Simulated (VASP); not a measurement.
A run of VASP 6.6.1:

The input POSCAR:

```
WSe2
1.0
    3.3179375931      0.0000000000      0.0000000000
   -1.6589687966      2.8734182438      0.0000000000
    0.0000000000      0.0000000000     16.6581424200
W Se
1 2
Direct
    0.0000000000      0.0000000000      0.0000000000
    0.2988338687      0.5976677375      0.0894587755
    0.3333333333      0.6666666667      0.9002134800
```

File INCAR.step1:

```
SYSTEM = WSe2
ALGO     = Normal         ! electronic algorithm
EDIFF    = 1E-4           ! SCF threshold, eV
ENCUT    = 520            ! plane-wave cutoff, eV
GGA      = PE             ! functional
ISMEAR   = 0              ! smearing method
LASPH    = .TRUE.         ! aspherical terms in the spheres
LCHARG   = .FALSE.        ! write CHGCAR
LREAL    = .FALSE.        ! projectors in reciprocal space
LWAVE    = .TRUE.         ! write WAVECAR
NBANDS   = 20             ! bands
NELM     = 80             ! most SCF steps
PREC     = Accurate       ! precision mode
SIGMA    = 0.05           ! smearing width, eV
```

INCAR.step2

```
SYSTEM = WSe2
ALGO     = Normal         ! electronic algorithm
EDIFF    = 1E-7           ! SCF threshold, eV
ENCUT    = 520            ! plane-wave cutoff, eV
ISIF     = 2              ! what is computed and relaxed
ISMEAR   = 0              ! smearing method
ISTART   = 1            
LASPH    = .TRUE.         ! aspherical terms in the spheres
LCHARG   = .TRUE.         ! write CHGCAR
LELF     = .TRUE.         ! ELF
LMIXTAU  = .TRUE.       
LREAL    = .FALSE.        ! projectors in reciprocal space
LVHAR    = .TRUE.       
LWAVE    = .FALSE.        ! write WAVECAR
METAGGA  = R2SCAN         ! meta-GGA
NBANDS   = 20             ! bands
NELM     = 80             ! most SCF steps
PREC     = Accurate       ! precision mode
SIGMA    = 0.05           ! smearing width, eV
```

Contents of KPOINTS:

```
k-points
0
G
  12 12 2
  0 0 0
```

Potentials or basis: VASP PAW PBE potentials, release 64 (W_sv, Se).

Launch:

```sh
$ cat potpaw_PBE.64/W_sv/POTCAR potpaw_PBE.64/Se/POTCAR > POTCAR
$ cp INCAR.step1 INCAR
$ mpirun -np 1 vasp_std > vasp.out
$ cp INCAR.step2 INCAR
$ mpirun -np 1 vasp_std > vasp.out
```

Hardware: 1 thread of Intel(R) Xeon(R) Platinum 8559C (Emerald Rapids), on a shared host.

Estimate the wall time of this run.

Wall time 13 min on 1 thread of Intel(R) Xeon(R) Platinum 8559C (Emerald Rapids), on a shared host, peak memory 0.53 GiB. Counts: k points 86.
